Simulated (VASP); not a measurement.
# Li (a cell with a defect) in VASP: notebook

The runs below take Li (a cell with a defect) through single point, with PBE+D3(BJ).

Program: VASP 6.6.1. These are calculated values, not measurements. Logs are shortened: lines on timing, memory, paths and dates and some standing lists are left out, and cuts for length are marked.

## 1. The cell of the first run

The cell holds a defect, 19 atoms: a = 7.814 Å, b = 7.814 Å, c = 7.814 Å, α = 106.60°, β = 106.60°, γ = 115.38°.

## 2. Single point, PBE+D3(BJ)

Input file INCAR:

```
SYSTEM = Li
PREC = Accurate
ENCUT = 520
EDIFF = 1E-6
ISMEAR = 0
SIGMA = 0.1
LREAL = Auto
LASPH = .True.
NELM = 80
ALGO = Normal
ISIF = 2
LWAVE = .False.
LCHARG = .False.
GGA = PE
IVDW = 12
NBANDS = 44
```

Input file KPOINTS:

```
Automatic mesh
0
Gamma
  4 4 4
  0 0 0
```

Input file POSCAR:

```
Li
1.0
    6.2654480337      2.0884826779      4.1769653558
   -6.2654480337     -2.0884826779      4.1769653558
    2.0884826779     -6.2654480337     -4.1769653558
Li
19
Direct
    0.1505230267      0.0542304720      0.7047534987
    0.6092963602      0.2076317728      0.8041932041
    0.0965614313      0.6948968440      0.8041932041
    0.1923682272      0.3965614313      0.6016645873
    0.3000000000      0.1000000000      0.4000000000
    0.5500000000      0.8500000000      0.9000000000
    0.6407852554      0.5549486617      0.6957339172
    0.7542304720      0.2494769733      0.5037074452
    0.0034385687      0.0051031560     -0.0041932041
    0.2549486617      0.7592147446      0.5141634063
    0.3457695280      0.4505230267      0.2962925548
    0.4592147446      0.1450513383      0.1042660828
    0.7051031560      0.9092963602      0.6016645873
    0.8000000000      0.6000000000      0.4000000000
    0.9076317728      0.3034385687      0.1983354127
    0.3948968440      0.7907036398      0.1983354127
    0.4907036398      0.4923682272      0.9958067959
    0.8450513383      0.9407852554      0.2858365937
    0.9494769733      0.6457695280      0.0952465013
```

Potentials or basis: VASP PAW PBE potentials, release 64 (Li_sv).

Run with:

```
> cat potpaw_PBE.64/Li_sv/POTCAR > POTCAR
> mpirun -np 1 vasp_std > vasp.out
```

OUTCAR:

```text
SYSTEM = Li
   PREC = Accurate
   ENCUT = 520
   EDIFF = 1E-6
   ISMEAR = 0
   LREAL = Auto
   LASPH = .True.
   NELM = 80
   ISIF = 2
   GGA = PE
   IVDW = 12
 IVDW          = 12

 ion  position               nearest neighbor table
   1  0.151  0.054  0.705-
   2  0.609  0.208  0.804-
   3  0.097  0.695  0.804-
   4  0.192  0.397  0.602-
   5  0.300  0.100  0.400-
   6  0.550  0.850  0.900-
[... 11 lines left out ...]
  18  0.845  0.941  0.286-
  19  0.949  0.646  0.095-

  LATTYP: Found a body centered tetragonal cell.
 ALAT       =     9.3399784752
 C/A-ratio  =     0.8944271910

  Lattice vectors:

 A1 = (   6.2654480337,   2.0884826779,   4.1769653558)
 A2 = (  -6.2654480337,  -2.0884826779,   4.1769653558)
 A3 = (   2.0884826779,  -6.2654480337,  -4.1769653558)

Analysis of symmetry for initial positions (statically):
=====================================================================
 Subroutine PRICEL returns:
 Original cell was already a primitive cell.

 Routine SETGRP: Setting up the symmetry group for a
 body centered tetragonal supercell.

 Subroutine GETGRP returns: Found  8 space group operations
 (whereof  1 operations were pure point group operations)
 out of a pool of 16 trial point group operations.

The static configuration has the point symmetry C_1 .
 The point group associated with its full space group is C_4h.

Analysis of symmetry for dynamics (positions and initial velocities):
=====================================================================
 Subroutine PRICEL returns:
 Original cell was already a primitive cell.

 Routine SETGRP: Setting up the symmetry group for a
 body centered tetragonal supercell.

 Subroutine GETGRP returns: Found  8 space group operations
 (whereof  1 operations were pure point group operations)
 out of a pool of 16 trial point group operations.

The dynamic configuration has the point symmetry C_1 .
 The point group associated with its full space group is C_4h.

 Subroutine INISYM returns: Found  8 space group operations
 (whereof  1 operations are pure point group operations),
 and found     1 'primitive' translations

----------------------------------------------------------------------------------------

                                     Primitive cell

  volume of cell :     364.3784

  direct lattice vectors                    reciprocal lattice vectors
     6.265448034  2.088482678  4.176965356     0.095763303 -0.047881652  0.119704129
    -6.265448034 -2.088482678  4.176965356    -0.047881652 -0.095763303  0.119704129
     2.088482678 -6.265448034 -4.176965356     0.047881652 -0.143644955  0.000000000

  length of vectors
     7.814386639  7.814386639  7.814386639     0.160599942  0.160599942  0.151415077

  position of ions in fractional coordinates (direct lattice)
     0.150523027  0.054230472  0.704753499
     0.609296360  0.207631773  0.804193204
     0.096561431  0.694896844  0.804193204
     0.192368227  0.396561431  0.601664587
     0.300000000  0.100000000  0.400000000
     0.550000000  0.850000000  0.900000000
[... 11 lines left out ...]
     0.845051338  0.940785255  0.285836594
     0.949476973  0.645769528  0.095246501

  ion indices of the primitive-cell ions
   primitive index   ion index
                 1           1
                 2           2
                 3           3
                 4           4
                 5           5
                 6           6
[... 11 lines left out ...]
                18          18
                19          19

----------------------------------------------------------------------------------------

 KPOINTS: Automatic mesh

Automatic generation of k-mesh.
 Grid dimensions read from file:
 generate k-points for:    4    4    4

 Generating k-lattice:

  Cartesian coordinates                     Fractional coordinates (reciprocal lattice)
     0.023940826 -0.011970413  0.029926032     0.250000000 -0.000000000  0.000000000
    -0.011970413 -0.023940826  0.029926032     0.000000000  0.250000000  0.000000000
     0.011970413 -0.035911239  0.000000000     0.000000000  0.000000000  0.250000000

  Length of vectors
     0.040149985  0.040149985  0.037853769

  Shift w.r.t. Gamma in fractional coordinates (k-lattice)
     0.000000000  0.000000000  0.000000000

 Subroutine IBZKPT returns following result:
 ===========================================

 Found     14 irreducible k-points:

 Following reciprocal coordinates:
            Coordinates               Weight
  0.000000  0.000000  0.000000      1.000000
  0.250000  0.000000  0.000000      8.000000
  0.500000  0.000000  0.000000      4.000000
  0.250000  0.250000  0.000000      8.000000
  0.500000  0.250000  0.000000      8.000000
 -0.250000  0.500000  0.000000      8.000000
 -0.250000  0.250000  0.000000      4.000000
  0.500000  0.500000  0.000000      2.000000
  0.250000  0.250000  0.250000      2.000000
 -0.250000  0.250000  0.250000      4.000000
  0.500000  0.500000  0.250000      4.000000
 -0.250000  0.500000  0.250000      8.000000
 -0.250000 -0.250000  0.250000      2.000000
  0.500000  0.500000  0.500000      1.000000
   k-points           NKPTS =     14   k-points in BZ     NKDIM =     14   number of bands    NBANDS=     44
   number of dos      NEDOS =    301   number of ions     NIONS =     19
   total plane-waves  NPLWV = 216000
   dimension x,y,z NGX =    60 NGY =   60 NGZ =   60
   dimension x,y,z NGXF=   120 NGYF=  120 NGZF=  120
   ions per type =              19
   NGX,Y,Z   is equivalent  to a cutoff of  12.76, 12.76, 12.76 a.u.
   NGXF,Y,Z  is equivalent  to a cutoff of  25.53, 25.53, 25.53 a.u.
 SYSTEM =  Li
   PREC   = accura    normal or accurate (medium, high low for compatibility)
   ISTART =      0    job   : 0-new  1-cont  2-samecut
   ICHARG =      2    charge: 1-file 2-atom 10-const
   ISPIN  =      1    spin polarized calculation?
   LNONCOLLINEAR =      F non collinear calculations
   LSORBIT =      F    spin-orbit coupling
   LASPH  =      T    aspherical Exc in radial PAW
   ENCUT  =  520.0 eV  38.22 Ry    6.18 a.u.  14.53 14.53 14.53*2*pi/ulx,y,z
   NELM   =     80;   NELMIN=  2; NELMDL= -5     # of ELM steps
   EDIFF  = 0.1E-05   stopping-criterion for ELM
   LREAL  =      T    real-space projection
   EDIFFG = 0.1E-04   stopping-criterion for IOM
   NSW    =      0    number of steps for IOM
   IBRION =     -1    ionic relax: 0-MD 1-quasi-New 2-CG
   NFREE  =      0    steps in history (QN), initial steepest desc. (CG)
   ISIF   =      2    stress and relaxation
   ISYM   =      2    0-nonsym 1-usesym 2-fastsym
   POTIM  = 0.5000    time-step for ionic-motion
   TEBEG  =    0.0;   TEEND  =   0.0 temperature during run
   PSTRESS=    0.0 pullay stress
   NELECT =      57.0000    total number of electrons
   NUPDOWN=      -1.0000    fix difference up-down
   EMIN   =  10.00;   EMAX   =-10.00  energy-range for DOS
   EFERMI =   0.00;   METHOD = LEGACY
   ISMEAR =     0;   SIGMA  =   0.10  broadening in eV -4-tet -1-fermi 0-gaus
   EFERMI_NEDOS =   21; number of points for ismear=-14 and -15
   IALGO  =     38    algorithm
   IMIX   =      4    mixing-type and parameters
     AMIX     =   0.40;   BMIX     =  1.00
     AMIX_MAG =   1.60;   BMIX_MAG =  1.00
  volume/ion in A,a.u.               =      19.18       129.42
  Fermi-wavevector in a.u.,A,eV,Ry     =   0.882095  1.666919 10.586589  0.778092
  Thomas-Fermi vector in A             =   2.002681
   LORBIT       =      0    0 simple, 1 ext, 2 COOP (PROOUT), +10 PAW based schemes
   GGA     = PE    functional components
   LHFCALC =     F    Hartree Fock is set to
   AEXX    =    0.0000 exact exchange contribution
   IVDW    =    12    specifies the selected vdW correction
   LEPSILON=     F    determine dielectric tensor
   LRPA    =     F    only Hartree local field effects (RPA)
 non-spin polarized calculation
 Gauss-broadening in eV      SIGMA  =   0.10
  energy-cutoff  :      520.00
  volume of cell :      364.38
 maximum number of plane-waves:      9855
 NGX is ok and might be reduce to    60
   NGX = 29   NGY = 29   NGZ = 29

 number of electron      57.0000006 magnetization

 Free energy of the ion-electron system (eV)
  ---------------------------------------------------
  ext. energy  EPLUGINS =         0.00000000
  ---------------------------------------------------
  free energy    TOTEN  =       -35.52461257 eV

  energy without entropy =      -35.48044985  energy(sigma->0) =      -35.50253121

 E-fermi :   0.8014     XC(G=0):  -7.1646

 val. band max:        0.7963617727   @ k =   0.2500   0.0000   0.0000
 cond. band min:       0.8131270648   @ k =  -0.2500   0.5000   0.0000
 fundamental gap:      0.0167652921
 Fermi energy:         0.8014414731

 k-point     1 :       0.0000    0.0000    0.0000
  band No.  band energies     occupation
      1     -45.7645      2.00000
      2     -45.7624      2.00000
      3     -45.7624      2.00000
      4     -45.7623      2.00000
      5     -45.7016      2.00000
      6     -45.6980      2.00000
[... 32 lines left out ...]
     39       4.5320      0.00000
     40       4.8041      0.00000

 k-point     2 :       0.2500    0.0000    0.0000
  band No.  band energies     occupation
      1     -45.7641      2.00000
      2     -45.7626      2.00000
      3     -45.7626      2.00000
      4     -45.7623      2.00000
      5     -45.7015      2.00000
      6     -45.6995      2.00000
[... 32 lines left out ...]
     39       3.6313      0.00000
     40       4.5206      0.00000

 k-point     3 :       0.5000    0.0000    0.0000
  band No.  band energies     occupation
      1     -45.7635      2.00000
      2     -45.7630      2.00000
      3     -45.7628      2.00000
      4     -45.7623      2.00000
      5     -45.7014      2.00000
      6     -45.7003      2.00000
[... 32 lines left out ...]
     39       3.0128      0.00000
     40       4.3785      0.00000

 k-point     4 :       0.2500    0.2500    0.0000
  band No.  band energies     occupation
      1     -45.7635      2.00000
      2     -45.7629      2.00000
      3     -45.7628      2.00000
      4     -45.7623      2.00000
      5     -45.7017      2.00000
      6     -45.6996      2.00000
[... 32 lines left out ...]
     39       3.3207      0.00000
     40       4.1734      0.00000
[... 342 lines left out ...]
     39       3.2722      0.00000
     40       4.3345      0.00000

 k-point    13 :      -0.2500   -0.2500    0.2500
  band No.  band energies     occupation
      1     -45.7637      2.00000
      2     -45.7628      2.00000
      3     -45.7628      2.00000
      4     -45.7623      2.00000
      5     -45.7022      2.00000
      6     -45.6979      2.00000
[... 32 lines left out ...]
     39       3.1350      0.00000
     40       4.4333      0.00000

 k-point    14 :       0.5000    0.5000    0.5000
  band No.  band energies     occupation
      1     -45.7631      2.00000
      2     -45.7631      2.00000
      3     -45.7628      2.00000
      4     -45.7624      2.00000
      5     -45.7028      2.00000
      6     -45.6980      2.00000
[... 32 lines left out ...]
     39       3.5827      0.00000
     40       4.0942      0.00000
 [bands above 40 left out]

------------------------ aborting loop because EDIFF is reached ----------------------------------------

 Edisp (eV)   -3.39007

 E8    (eV) :    -1.4094

  FORCE on cell =-STRESS in cart. coord.  units (eV):
  Direction    XX          YY          ZZ          XY          YZ          ZX
  --------------------------------------------------------------------------------------
  -------------------------------------------------------------------------------------
  Total      -0.68875    -0.68875    -0.62623     0.00000     0.00000     0.00000
  in kB      -3.02843    -3.02843    -2.75356     0.00000     0.00000     0.00000
  external pressure =       -2.94 kB  Pullay stress =        0.00 kB

 VOLUME and BASIS-vectors are now :
 -----------------------------------------------------------------------------
  energy-cutoff  :      520.00
  volume of cell :      364.38
      direct lattice vectors                 reciprocal lattice vectors
     6.265448034  2.088482678  4.176965356     0.095763303 -0.047881652  0.119704129
    -6.265448034 -2.088482678  4.176965356    -0.047881652 -0.095763303  0.119704129
     2.088482678 -6.265448034 -4.176965356     0.047881652 -0.143644955  0.000000000

 POSITION                                       TOTAL-FORCE (eV/Angst)
 -----------------------------------------------------------------------------------
      2.07518     -4.21449     -2.08848         0.003061      0.011148      0.000000
      4.19615     -4.19976      0.05319         0.006408     -0.002776      0.004544
     -2.06930     -6.28824     -0.05319         0.006408     -0.002776     -0.004544
     -0.02280     -4.19615     -0.05319        -0.002776     -0.006408     -0.004544
      2.08848     -2.08848      0.00000        -0.000000      0.000000      0.000000
     -0.00000     -6.26545      2.08848        -0.000000      0.000000      0.000000
[... 11 lines left out ...]
     -0.00285     -1.99083      6.26545         0.005290      0.003324      0.000000
      2.10178      0.03753      6.26545        -0.003061     -0.011148     -0.000000
 -----------------------------------------------------------------------------------
    total drift:                                0.000004     -0.000002     -0.000002

  FREE ENERGIE OF THE ION-ELECTRON SYSTEM (eV)
  ---------------------------------------------------
  free  energy   TOTEN  =       -38.9146872233 eV

  energy  without entropy=      -38.8705244945  energy(sigma->0) =      -38.89260586
```

Run time: 4.2 min. Hardware: 1 thread of Intel Xeon Platinum 8375C at 2.90GHz (Ice Lake), shared host; peak memory 0.53 GiB.

Results:

```
Free energy                : -38.9147 eV
Largest force              : 0.012 eV/Å
Dispersion energy per atom : -0.178 eV
```

Forces in eV/Å, atoms in the order of the input:
```
Li   0.003  0.011  0.000
Li   0.006 -0.003  0.005
Li   0.006 -0.003 -0.005
Li  -0.003 -0.006 -0.005
Li   0.000  0.000  0.000
Li   0.000  0.000  0.000
Li  -0.003  0.005  0.000
Li  -0.011  0.003  0.000
Li  -0.006  0.003  0.005
Li  -0.005 -0.003  0.000
Li   0.011 -0.003  0.000
Li   0.003 -0.005  0.000
Li  -0.003 -0.006  0.005
Li   0.000  0.000  0.000
Li   0.003  0.006  0.005
Li   0.003  0.006 -0.005
Li  -0.006  0.003 -0.005
Li   0.005  0.003  0.000
Li  -0.003 -0.011  0.000
```

Caveat: the cutoff is under 1.25 times the usual one of these potentials, so pressure, stress and relaxed cells hold a basis-set (Pulay) error.

## 3. Single point, PBE+D3(BJ)

Input file INCAR:

```
PREC = Accurate
ENCUT = 520
EDIFF = 1E-6
ISMEAR = 0
SIGMA = 0.1
LREAL = Auto
LASPH = True
NELM = 100
ALGO = Normal
ISIF = 2
LWAVE = False
LCHARG = True
GGA = PE
IVDW = 12
LELF = True
LVHAR = True
NBANDS = 44
```

Input file KPOINTS:

```
Automatic mesh
0
Gamma
  4 4 4
```

Input file POSCAR:

```
Li
1.0
    6.2654480337      2.0884826779      4.1769653558
   -6.2654480337     -2.0884826779      4.1769653558
    2.0884826779     -6.2654480337     -4.1769653558
Li
19
Direct
    0.0494769587      0.3457697192      0.8952466779
    0.5907039656      0.1923684363      0.7958068829
    0.1034384466      0.7051029172      0.7958068829
    0.1965615534      0.3948970828      0.6041931171
    0.2923684363      0.0965615534      0.4016644706
    0.5592147630      0.8450513000      0.9042660630
    0.6500000000      0.5500000000      0.7000000000
    0.7407852370      0.2549487000      0.4957339370
    0.0076315637      0.0034384466     -0.0016644706
    0.2505230413      0.7542302808      0.5047533221
    0.3549487000      0.4592147630      0.3141634629
    0.4457697192      0.1505230413      0.0962927606
    0.7092960344      0.9076315637      0.6041931171
    0.8051029172      0.6092960344      0.4016644706
    0.9000000000      0.3000000000      0.2000000000
    0.4000000000      0.8000000000      0.2000000000
    0.4948970828      0.4907039656      0.9983355294
    0.8542302808      0.9494769587      0.3037072394
    0.9450513000      0.6407852370      0.0858365371
```

Potentials or basis: VASP PAW PBE potentials, release 64 (Li_sv).

Run with:

```
> cat potpaw_PBE.64/Li_sv/POTCAR > POTCAR
> mpirun -np 1 vasp_std > vasp.out
```

It took 4.9 min on 1 thread of Intel Xeon Platinum 8375C at 2.90GHz (Ice Lake), shared host; peak memory 0.53 GiB.

It converged, with:

```
Free energy                : -38.9147 eV
Largest force              : 0.012 eV/Å
Dispersion energy per atom : -0.178 eV
```

Forces in eV/Å, atoms in the order of the input:
```
Li  -0.003 -0.011  0.000
Li  -0.006  0.003 -0.004
Li  -0.006  0.003  0.004
Li   0.006 -0.003 -0.004
Li  -0.003 -0.006 -0.004
Li   0.003 -0.005  0.000
Li   0.000  0.000  0.000
Li  -0.003  0.005  0.000
Li   0.003  0.006  0.004
Li   0.003  0.011  0.000
Li  -0.005 -0.003  0.000
Li   0.011 -0.003  0.000
Li   0.006 -0.003  0.004
Li  -0.003 -0.006  0.004
Li   0.000  0.000  0.000
Li   0.000  0.000  0.000
Li   0.003  0.006 -0.004
Li  -0.011  0.003  0.000
Li   0.005  0.003  0.000
```

Levels at points of the mesh, in eV from the Fermi level:
```
           k point  band 25  band 26  band 27  band 28  band 29  band 30  band 31  band 32  band 33  band 34
(0.00, 0.00, 0.00)    -0.98    -0.98    -0.97    -0.94    -0.76    -0.76    -0.63    -0.62     1.35     1.38
(0.50, 0.00, 0.00)    -1.59    -0.55    -0.41     0.13     0.34     0.52     0.62     0.78     0.85     0.88
(0.50, 0.50, 0.00)    -1.39    -0.59    -0.53    -0.48    -0.33    -0.01     0.17     0.92     0.94     1.07
(0.50, 0.50, 0.50)    -1.96     0.14     0.15     0.15     0.15     0.27     0.46     0.46     0.54     1.76
```

Caveat: the cutoff is under 1.25 times the usual one of these potentials, so pressure, stress and relaxed cells hold a basis-set (Pulay) error.

[end of part 1 of 2]
